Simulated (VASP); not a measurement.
# Cu12H in VASP: single point with PBE+D3(BJ)

Aim: the single point of Cu12H with PBE+D3(BJ).

All numbers are computed with VASP 6.6.1; they aren't measurements. Logs are shortened: lines on timing, memory, paths and dates and some standing lists are left out, and cuts for length are marked.

### Step 1. The cell of the first run

The cell holds a slab with vacuum, 13 atoms: a = 5.038 Å, b = 5.038 Å, c = 20.662 Å, α = 90.00°, β = 90.00°, γ = 90.00°.

### Step 2. Single point, PBE+D3(BJ)

Contents of INCAR:

```
SYSTEM = Cu12H
ALGO = Normal
DIPOL = 0.5 0.5 0.297
EDIFF = 1E-6
ENCUT = 520
GGA = PE
IDIPOL = 3
ISIF = 2
ISMEAR = 0
IVDW = 12
LASPH = .True.
LCHARG = .False.
LDIPOL = .True.
LREAL = .False.
LWAVE = .False.
NBANDS = 78
NELM = 60
PREC = Accurate
SIGMA = 0.1
```

Contents of KPOINTS:

```
k-points
0
Gamma
  5 5 1
  0 0 0
```

Contents of POSCAR:

```
Cu12H
1.0
    5.0378287988      0.0000000000      0.0000000000
    0.0000000000      5.0378287988      0.0000000000
    0.0000000000      0.0000000000     20.6622829064
Cu H
12 1
Direct
    0.2500000000      0.2500000000      0.1935894508
    0.2500000000      0.7500000000      0.1935894508
    0.7500000000      0.2500000000      0.1935894508
    0.7500000000      0.7500000000      0.1935894508
    0.0000000000      0.0000000000      0.2797919997
    0.0000000000      0.5000000000      0.2797919997
    0.5000000000      0.0000000000      0.2797919997
    0.5000000000      0.5000000000      0.2797919997
    0.2500000000      0.2500000000      0.3659945486
    0.2500000000      0.7500000000      0.3659945486
    0.7500000000      0.2500000000      0.3659945486
    0.7500000000      0.7500000000      0.3659945486
    0.3333333333      0.4166666667      0.5015071642
```

Potentials or basis: VASP PAW PBE potentials, release 64 (Cu, H).

Launch:

```console
$ cat potpaw_PBE.64/Cu/POTCAR potpaw_PBE.64/H/POTCAR > POTCAR
$ mpirun -np 1 vasp_std > vasp.out
```

OUTCAR:

```text
SYSTEM = Cu12H
   EDIFF = 1E-6
   ENCUT = 520
   GGA = PE
   ISIF = 2
   ISMEAR = 0
   IVDW = 12
   LASPH = .True.
   LREAL = .False.
   NELM = 60
   PREC = Accurate
 IVDW          = 12

 ion  position               nearest neighbor table
   1  0.250  0.250  0.194-   5 2.52   6 2.52   7 2.52   8 2.52   2 2.52   3 2.52   2 2.52   3 2.52

   2  0.250  0.750  0.194-   5 2.52   6 2.52   7 2.52   8 2.52   1 2.52   4 2.52   1 2.52   4 2.52

   3  0.750  0.250  0.194-   5 2.52   6 2.52   7 2.52   8 2.52   1 2.52   4 2.52   4 2.52   1 2.52

   4  0.750  0.750  0.194-   5 2.52   6 2.52   7 2.52   8 2.52   2 2.52   3 2.52   3 2.52   2 2.52

   5  0.000  0.000  0.280-   9 2.52  10 2.52  11 2.52  12 2.52   1 2.52   2 2.52   3 2.52   4 2.52
                             6 2.52   7 2.52   6 2.52   7 2.52
   6  0.000  0.500  0.280-   9 2.52  10 2.52  11 2.52  12 2.52   1 2.52   2 2.52   3 2.52   4 2.52
                             5 2.52   8 2.52   5 2.52   8 2.52
   7  0.500  0.000  0.280-   9 2.52  10 2.52  11 2.52  12 2.52   1 2.52   2 2.52   3 2.52   4 2.52
                             5 2.52   8 2.52   8 2.52   5 2.52
   8  0.500  0.500  0.280-   9 2.52  10 2.52  11 2.52  12 2.52   1 2.52   2 2.52   3 2.52   4 2.52
                             6 2.52   7 2.52   7 2.52   6 2.52
   9  0.250  0.250  0.366-   5 2.52   6 2.52   7 2.52   8 2.52  10 2.52  11 2.52  10 2.52  11 2.52

  10  0.250  0.750  0.366-   5 2.52   6 2.52   7 2.52   8 2.52   9 2.52  12 2.52   9 2.52  12 2.52

  11  0.750  0.250  0.366-   5 2.52   6 2.52   7 2.52   8 2.52   9 2.52  12 2.52  12 2.52   9 2.52

  12  0.750  0.750  0.366-   5 2.52   6 2.52   7 2.52   8 2.52  10 2.52  11 2.52  11 2.52  10 2.52

  13  0.333  0.417  0.502-

  LATTYP: Found a simple tetragonal cell.
 ALAT       =     5.0378287988
 C/A-ratio  =     4.1014261762

  Lattice vectors:

 A1 = (   5.0378287988,   0.0000000000,   0.0000000000)
 A2 = (   0.0000000000,   5.0378287988,   0.0000000000)
 A3 = (   0.0000000000,   0.0000000000,  20.6622829064)

Analysis of symmetry for initial positions (statically):
=====================================================================
 Subroutine PRICEL returns:
 Original cell was already a primitive cell.

 Routine SETGRP: Setting up the symmetry group for a
 simple tetragonal supercell.

 Subroutine GETGRP returns: Found  1 space group operations
 (whereof  1 operations were pure point group operations)
 out of a pool of 16 trial point group operations.

The static configuration has the point symmetry C_1 .

Analysis of symmetry for dynamics (positions and initial velocities):
=====================================================================
 Subroutine PRICEL returns:
 Original cell was already a primitive cell.

 Routine SETGRP: Setting up the symmetry group for a
 simple tetragonal supercell.

 Subroutine GETGRP returns: Found  1 space group operations
 (whereof  1 operations were pure point group operations)
 out of a pool of 16 trial point group operations.

The dynamic configuration has the point symmetry C_1 .

 Subroutine INISYM returns: Found  1 space group operations
 (whereof  1 operations are pure point group operations),
 and found     1 'primitive' translations

----------------------------------------------------------------------------------------

                                     Primitive cell

  volume of cell :     524.4029

  direct lattice vectors                    reciprocal lattice vectors
     5.037828799  0.000000000  0.000000000     0.198498210  0.000000000  0.000000000
     0.000000000  5.037828799  0.000000000     0.000000000  0.198498210  0.000000000
     0.000000000  0.000000000 20.662282906     0.000000000  0.000000000  0.048397363

  length of vectors
     5.037828799  5.037828799 20.662282906     0.198498210  0.198498210  0.048397363

  position of ions in fractional coordinates (direct lattice)
     0.250000000  0.250000000  0.193589451
     0.250000000  0.750000000  0.193589451
     0.750000000  0.250000000  0.193589451
     0.750000000  0.750000000  0.193589451
     0.000000000  0.000000000  0.279792000
     0.000000000  0.500000000  0.279792000
     0.500000000  0.000000000  0.279792000
     0.500000000  0.500000000  0.279792000
     0.250000000  0.250000000  0.365994549
     0.250000000  0.750000000  0.365994549
     0.750000000  0.250000000  0.365994549
     0.750000000  0.750000000  0.365994549
     0.333333333  0.416666667  0.501507164

  ion indices of the primitive-cell ions
   primitive index   ion index
                 1           1
                 2           2
                 3           3
                 4           4
                 5           5
                 6           6
                 7           7
                 8           8
                 9           9
                10          10
                11          11
                12          12
                13          13

----------------------------------------------------------------------------------------

 KPOINTS: k-points

Automatic generation of k-mesh.
 Grid dimensions read from file:
 generate k-points for:    5    5    1

 Generating k-lattice:

  Cartesian coordinates                     Fractional coordinates (reciprocal lattice)
     0.039699642  0.000000000  0.000000000     0.200000000  0.000000000  0.000000000
     0.000000000  0.039699642  0.000000000     0.000000000  0.200000000  0.000000000
     0.000000000  0.000000000  0.048397363     0.000000000  0.000000000  1.000000000

  Length of vectors
     0.039699642  0.039699642  0.048397363

  Shift w.r.t. Gamma in fractional coordinates (k-lattice)
     0.000000000  0.000000000  0.000000000

 Subroutine IBZKPT returns following result:
 ===========================================

 Found     13 irreducible k-points:

 Following reciprocal coordinates:
            Coordinates               Weight
  0.000000  0.000000  0.000000      1.000000
  0.200000  0.000000  0.000000      2.000000
  0.000000  0.200000  0.000000      2.000000
  0.400000  0.000000  0.000000      2.000000
  0.000000  0.400000  0.000000      2.000000
  0.200000  0.200000  0.000000      2.000000
 -0.200000  0.200000  0.000000      2.000000
  0.400000  0.200000  0.000000      2.000000
 -0.200000  0.400000  0.000000      2.000000
 -0.400000  0.200000  0.000000      2.000000
  0.200000  0.400000  0.000000      2.000000
  0.400000  0.400000  0.000000      2.000000
 -0.400000  0.400000  0.000000      2.000000
   k-points           NKPTS =     13   k-points in BZ     NKDIM =     13   number of bands    NBANDS=     78
   number of dos      NEDOS =    301   number of ions     NIONS =     13
   total plane-waves  NPLWV = 256000
   dimension x,y,z NGX =    40 NGY =   40 NGZ =  160
   dimension x,y,z NGXF=    80 NGYF=   80 NGZF=  320
   ions per type =              12   1
   NGX,Y,Z   is equivalent  to a cutoff of  13.20, 13.20, 12.87 a.u.
   NGXF,Y,Z  is equivalent  to a cutoff of  26.40, 26.40, 25.75 a.u.
 SYSTEM =  Cu12H
   PREC   = accura    normal or accurate (medium, high low for compatibility)
   ISTART =      0    job   : 0-new  1-cont  2-samecut
   ICHARG =      2    charge: 1-file 2-atom 10-const
   ISPIN  =      1    spin polarized calculation?
   LNONCOLLINEAR =      F non collinear calculations
   LSORBIT =      F    spin-orbit coupling
   LASPH  =      T    aspherical Exc in radial PAW
   ENCUT  =  520.0 eV  38.22 Ry    6.18 a.u.   9.37  9.37 38.42*2*pi/ulx,y,z
   NELM   =     60;   NELMIN=  2; NELMDL= -5     # of ELM steps
   EDIFF  = 0.1E-05   stopping-criterion for ELM
   LREAL  =      F    real-space projection
   EDIFFG = 0.1E-04   stopping-criterion for IOM
   NSW    =      0    number of steps for IOM
   IBRION =     -1    ionic relax: 0-MD 1-quasi-New 2-CG
   NFREE  =      0    steps in history (QN), initial steepest desc. (CG)
   ISIF   =      2    stress and relaxation
   ISYM   =      2    0-nonsym 1-usesym 2-fastsym
   POTIM  = 0.5000    time-step for ionic-motion
   TEBEG  =    0.0;   TEEND  =   0.0 temperature during run
   PSTRESS=    0.0 pullay stress
   NELECT =     133.0000    total number of electrons
   NUPDOWN=      -1.0000    fix difference up-down
   EMIN   =  10.00;   EMAX   =-10.00  energy-range for DOS
   EFERMI =   0.00;   METHOD = LEGACY
   ISMEAR =     0;   SIGMA  =   0.10  broadening in eV -4-tet -1-fermi 0-gaus
   EFERMI_NEDOS =   21; number of points for ismear=-14 and -15
   IALGO  =     38    algorithm
   IMIX   =      4    mixing-type and parameters
     AMIX     =   0.40;   BMIX     =  1.00
     AMIX_MAG =   1.60;   BMIX_MAG =  1.00
  volume/ion in A,a.u.               =      40.34       272.22
  Fermi-wavevector in a.u.,A,eV,Ry     =   1.036264  1.958255 14.610517  1.073843
  Thomas-Fermi vector in A             =   2.170646
   LORBIT       =      0    0 simple, 1 ext, 2 COOP (PROOUT), +10 PAW based schemes
   GGA     = PE    functional components
   LHFCALC =     F    Hartree Fock is set to
   AEXX    =    0.0000 exact exchange contribution
   IVDW    =    12    specifies the selected vdW correction
   LEPSILON=     F    determine dielectric tensor
   LRPA    =     F    only Hartree local field effects (RPA)
 non-spin polarized calculation
 Gauss-broadening in eV      SIGMA  =   0.10
  energy-cutoff  :      520.00
  volume of cell :      524.40
 maximum number of plane-waves:     14177
 NGX is ok and might be reduce to    40
   NGX = 19   NGY = 19   NGZ = 77

 dipolmoment           0.000000      0.000000     -0.158594 electrons x Angstroem

 number of electron     132.9999975 magnetization

 dipolmoment           0.000000      0.000000      0.230824 electrons x Angstroem

 Free energy of the ion-electron system (eV)
  ---------------------------------------------------
  ext. energy  EPLUGINS =         0.00000000
  ---------------------------------------------------
  free energy    TOTEN  =       -41.07942059 eV

  energy without entropy =      -41.05994798  energy(sigma->0) =      -41.06968428

 E-fermi :  -1.7288     XC(G=0):  -4.5598

 val. band max:       -1.7522467328   @ k =  -0.4000   0.4000   0.0000
 cond. band min:      -1.6954341147   @ k =   0.0000   0.0000   0.0000
 fundamental gap:      0.0568126181
 Fermi energy:        -1.7288060690

 k-point     1 :       0.0000    0.0000    0.0000
  band No.  band energies     occupation
      1     -10.3254      2.00000
      2      -7.7533      2.00000
      3      -6.7208      2.00000
      4      -6.7199      2.00000
      5      -6.5572      2.00000
      6      -6.4765      2.00000
[... 70 lines left out ...]
     77       2.5589      0.00000
     78       2.7142      0.00000

 k-point     2 :       0.2000    0.0000    0.0000
  band No.  band energies     occupation
      1     -10.0829      2.00000
      2      -7.5436      2.00000
      3      -7.2297      2.00000
      4      -6.5592      2.00000
      5      -6.4167      2.00000
      6      -6.3978      2.00000
[... 70 lines left out ...]
     77       2.8165      0.00000
     78       2.9579      0.00000
[... 808 lines left out ...]
     77       4.4405      0.00000
     78       4.4726      0.00000

 k-point    13 :      -0.4000    0.4000    0.0000
  band No.  band energies     occupation
      1      -8.4948      2.00000
      2      -7.5564      2.00000
      3      -7.5538      2.00000
      4      -6.8591      2.00000
      5      -6.3460      2.00000
      6      -6.0347      2.00000
[... 70 lines left out ...]
     77       4.4576      0.00000
     78       4.4682      0.00000

------------------------ aborting loop because EDIFF is reached ----------------------------------------

 vacuum level on the upper side and lower side of the slab       (xc-potential included)         0.604        -1.002

 Edisp (eV)   -4.44641

 E8    (eV) :    -1.9997

  FORCE on cell =-STRESS in cart. coord.  units (eV):
  Direction    XX          YY          ZZ          XY          YZ          ZX
  --------------------------------------------------------------------------------------
  -------------------------------------------------------------------------------------
  Total      -5.02734    -5.10406    -2.79539    -0.00474    -0.11067    -0.10422
  in kB     -15.35975   -15.59414    -8.54058    -0.01448    -0.33814    -0.31842
  external pressure =      -13.16 kB  Pullay stress =        0.00 kB

 VOLUME and BASIS-vectors are now :
 -----------------------------------------------------------------------------
  energy-cutoff  :      520.00
  volume of cell :      524.40
      direct lattice vectors                 reciprocal lattice vectors
     5.037828799  0.000000000  0.000000000     0.198498210  0.000000000  0.000000000
     0.000000000  5.037828799  0.000000000     0.000000000  0.198498210  0.000000000
     0.000000000  0.000000000 20.662282906     0.000000000  0.000000000  0.048397363

 POSITION                                       TOTAL-FORCE (eV/Angst)
 -----------------------------------------------------------------------------------
      1.25946      1.25946      4.00000         0.014679      0.025422     -0.028370
      1.25946      3.77837      4.00000         0.014922     -0.024762     -0.035382
      3.77837      1.25946      4.00000        -0.014054      0.026017     -0.039714
      3.77837      3.77837      4.00000        -0.014271     -0.025316     -0.046141
      0.00000      0.00000      5.78114         0.043073      0.019242      0.057969
      0.00000      2.51891      5.78114        -0.005605     -0.017873     -0.028863
      2.51891      0.00000      5.78114        -0.041059      0.002669      0.002315
      2.51891      2.51891      5.78114         0.005280     -0.002650     -0.051836
      1.25946      1.25946      7.56228         0.072542      0.150214      0.686013
      1.25946      3.77837      7.56228         0.023493     -0.120892      0.345659
      3.77837      1.25946      7.56228        -0.049841      0.012684      0.198271
      3.77837      3.77837      7.56228        -0.014799     -0.007840      0.089959
      1.67928      2.09910     10.36228        -0.034359     -0.036912     -1.149880
 -----------------------------------------------------------------------------------
    total drift:                                0.000020     -0.000077     -0.000799

  FREE ENERGIE OF THE ION-ELECTRON SYSTEM (eV)
  ---------------------------------------------------
  free  energy   TOTEN  =       -45.5258265237 eV

  energy  without entropy=      -45.5063539182  energy(sigma->0) =      -45.51609022

 vacuum level on the upper side and lower side of the slab         4.266         2.624
```

It took 26 min on 1 thread of Intel Xeon Platinum 8375C at 2.90GHz (Ice Lake), shared host; peak memory 0.74 GiB.

Results:

```yaml
Free_energy: -45.5258 eV
Largest_force: 1.151 eV/Å
Band_gap_on_the_k_mesh: zero (an odd number of electrons rules out a gap without spin polarisation)
Dispersion_energy_per_atom: -0.342 eV
```

Forces in eV/Å, atoms in the order of the input:
```
Cu   0.015  0.025 -0.028
Cu   0.015 -0.025 -0.035
Cu  -0.014  0.026 -0.040
Cu  -0.014 -0.025 -0.046
Cu   0.043  0.019  0.058
Cu  -0.006 -0.018 -0.029
Cu  -0.041  0.003  0.002
Cu   0.005 -0.003 -0.052
Cu   0.073  0.150  0.686
Cu   0.023 -0.121  0.346
Cu  -0.050  0.013  0.198
Cu  -0.015 -0.008  0.090
H   -0.034 -0.037 -1.150
```

Levels at points of the mesh, in eV from the Fermi level:
| k point | band 63 | band 64 | band 65 | band 66 | band 67 | band 68 | band 69 | band 70 | band 71 | band 72 |
| --- | --- | --- | --- | --- | --- | --- | --- | --- | --- | --- |
| (0.00, 0.00, 0.00) | -1.05 | -0.17 | -0.12 | -0.11 | -0.05 | -0.03 | 0.03 | 0.17 | 1.73 | 3.04 |
